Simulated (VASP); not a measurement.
Wanted: the native input for a VASP 6.6.1 run.

| Item | Value |
| --- | --- |
| Task | relaxation of cell and atoms |
| Functional | LDA |
| Potentials or basis | VASP PAW PBE potentials, release 64 (Lu) |
| Cutoff | 600 eV |
| k mesh | 19 × 19 × 19 |
| Occupations | fermi-dirac, width 0.08 eV |
| Spin | no spin polarisation |
| Target pressure | 250 GPa |
| Dipole correction | no |
| Further INCAR settings | ALGO = Normal; EDIFF = 1e-07; IBRION = 2; EDIFFG = -0.005; NSW = 32; ISIF = 3 |

The structure of Lu lies in POSCAR:

```
Lu
1.0
   -1.3724172641      1.3724172641      1.3724172641
    1.3724172641     -1.3724172641      1.3724172641
    1.3724172641      1.3724172641     -1.3724172641
Lu
1
Direct
    0.0000000000      0.0000000000      0.0000000000
```

These files were run (other wordings do the same):

INCAR

```
ALGO = Normal
EDIFF = 1E-7
EDIFFG = -0.005
ENCUT = 600
GGA = CA
IBRION = 2
ISIF = 3
ISMEAR = -1
LASPH = True
LCHARG = False
LREAL = False
LWAVE = False
NELM = 80
NSW = 32
PREC = Accurate
PSTRESS = 2500.0
SIGMA = 0.08
```

KPOINTS

```
k-points
0
Gamma
  19 19 19
```

Potentials or basis: VASP PAW PBE potentials, release 64 (Lu).

Command:

```bash
$ cat potpaw_PBE.64/Lu/POTCAR > POTCAR
$ mpirun -np 1 vasp_std > vasp.out
```

It gave:

```yaml
Relaxed_volume: 10.49 Å³/atom
Relaxed_cell: a = 2.389 Å, b = 2.389 Å, c = 2.389 Å, α = 109.47°, β = 109.47°, γ = 109.47°
Space_group_after_relaxing_to_0.05_Å: Im-3m (No. 229)
Energy_change_on_relaxing_the_enthalpy_is_what_falls: -239.9 meV/atom
Ionic_steps: 9
Pressure_after_relaxing: 250.0 GPa
```

Caveat: the cell is relaxed towards a set pressure, so the enthalpy falls and the energy may rise; the PAW data sets were made with another functional, which shifts forces and pressure a little.

Run time: 3.1 min on 1 thread of Intel(R) Xeon(R) Platinum 8488C (Sapphire Rapids) (shared host), peak memory 0.19 GiB.
